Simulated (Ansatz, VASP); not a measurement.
# Two plane-wave programs on MnS

```xyz
2
Lattice="0.0000 2.6045 2.6045 2.6045 0.0000 2.6045 2.6045 2.6045 0.0000" Properties=species:S:1:pos:R:3 pbc="T T T"
Mn    0.0000    0.0000    0.0000
S     2.6045    2.6045    2.6045
```

Alike in both runs: task single point; functional PBE; k mesh 9 × 9 × 9; occupations gaussian, width 0.012 eV; collinear spin.

|  | VASP | Ansatz |
| --- | --- | --- |
| version | VASP 6.6.1 | Ansatz 0.2.0 |
| potentials or method | VASP PAW PBE potentials, release 64 (Mn_pv, S) | Ansatz PAW |
| plane-wave cutoff (eV) | 520 | 420 |
| valence electrons in the cell | 19 | 21 |

VASP gave:

| Quantity | Value |
| --- | --- |
| gap on the k mesh at the Fermi level (eV) | none |
| pressure (GPa) | -2.9 |
| net moment per atom (μB) | 2.36 |
| size of the moment on the site where the two differ most (μB) | 4.26 |

Question: Which values does Ansatz return?

Answer: gap on the k mesh at the Fermi level (eV): none; pressure (GPa): -2.8; net moment per atom (μB): 2.36; size of the moment on the site where the two differ most (μB): 4.21.

Site moments also hang on the region over which each program counts them. A gap of «none» marks a metal or a gap that the smearing closes. VASP's potentials hold 19 valence electrons a cell and Ansatz's 21, so a difference there can come from the potentials and not from the codes.
